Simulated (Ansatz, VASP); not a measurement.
One calculation of Ga4AsN3, two programs

File INCAR:

```
SYSTEM = Ga4AsN3
ALGO     = Normal         ! electronic algorithm
EDIFF    = 1E-7           ! SCF threshold, eV
ENCUT    = 520            ! plane-wave cutoff, eV
GGA      = PE             ! functional
ISIF     = 2              ! what is computed and relaxed
ISMEAR   = -1             ! smearing method
LASPH    = .TRUE.         ! aspherical terms in the spheres
LCHARG   = .FALSE.        ! write CHGCAR
LREAL    = .FALSE.        ! projectors in reciprocal space
LWAVE    = .FALSE.        ! write WAVECAR
NBANDS   = 46             ! bands
NELM     = 80             ! most SCF steps
PREC     = Accurate       ! precision mode
SIGMA    = 0.02           ! smearing width, eV
```

KPOINTS

```
k-points
0
G
  8 8 8
  0 0 0
```

Contents of POSCAR:

```
Ga4AsN3
1.0
    1.6940761044      0.9780752949     11.4966964400
   -1.6940761044      0.9780752949     11.4966964400
    0.0000000000     -1.9561505898     11.4966964400
N As Ga
3 1 4
Direct
    0.0082851648      0.0082851648      0.0082851648
    0.7497166963      0.7497166963      0.7497166963
    0.4915475648      0.4915475648      0.4915475648
    0.2477216581      0.2477216581      0.2477216581
    0.6925121359      0.6925121359      0.6925121359
    0.4337179972      0.4337179972      0.4337179972
    0.1747652166      0.1747652166      0.1747652166
    0.9517335662      0.9517335662      0.9517335662
```

Input for Ansatz:

```yaml
crystal:
  lattice:
    - [1.6940761044, 0.9780752949, 11.49669644]
    - [-1.6940761044, 0.9780752949, 11.49669644]
    - [0.0, -1.9561505898, 11.49669644]
  atoms:
    - { symbol: "N", position: [0.0082851648, 0.0082851648, 0.0082851648] }
    - { symbol: "N", position: [0.7497166963, 0.7497166963, 0.7497166963] }
    - { symbol: "N", position: [0.4915475648, 0.4915475648, 0.4915475648] }
    - { symbol: As, position: [0.2477216581, 0.2477216581, 0.2477216581] }
    - { symbol: Ga, position: [0.6925121359, 0.6925121359, 0.6925121359] }
    - { symbol: Ga, position: [0.4337179972, 0.4337179972, 0.4337179972] }
    - { symbol: Ga, position: [0.1747652166, 0.1747652166, 0.1747652166] }
    - { symbol: Ga, position: [0.9517335662, 0.9517335662, 0.9517335662] }
kpoints:
  mp_grid: { grid: [8, 8, 8] }
hamiltonian:
  xc: pbe
scf:
  occupations: { method: fermi_dirac, width: 0.02 }
  n_extra_bands: 6
output:
  forces: true
  stress: true
  eigenvalues: true
```

Alike in both runs: task single point; functional PBE; k mesh 8 × 8 × 8; occupations fermi-dirac, width 0.02 eV; no spin polarisation.

|  | VASP | Ansatz |
| --- | --- | --- |
| version | VASP 6.6.1 | Ansatz 0.2.0 |
| potentials or method | VASP PAW PBE potentials, release 64 (N, As, Ga_d) | plane waves, PAW |
| plane-wave cutoff (eV) | 520 | 420 |
| valence electrons in the cell | 72 | 82 |

```csv
,VASP,Ansatz,Ansatz less VASP
pressure (GPa),0.2,0.0,-0.24
rms of the force components (eV/Å),0.005,0.001,-0.0038
```

Atom by atom the forces differ by 0.005 eV/Å (rms over components). VASP's potentials hold 72 valence electrons a cell and Ansatz's 82, so a difference there can come from the potentials and not from the codes.
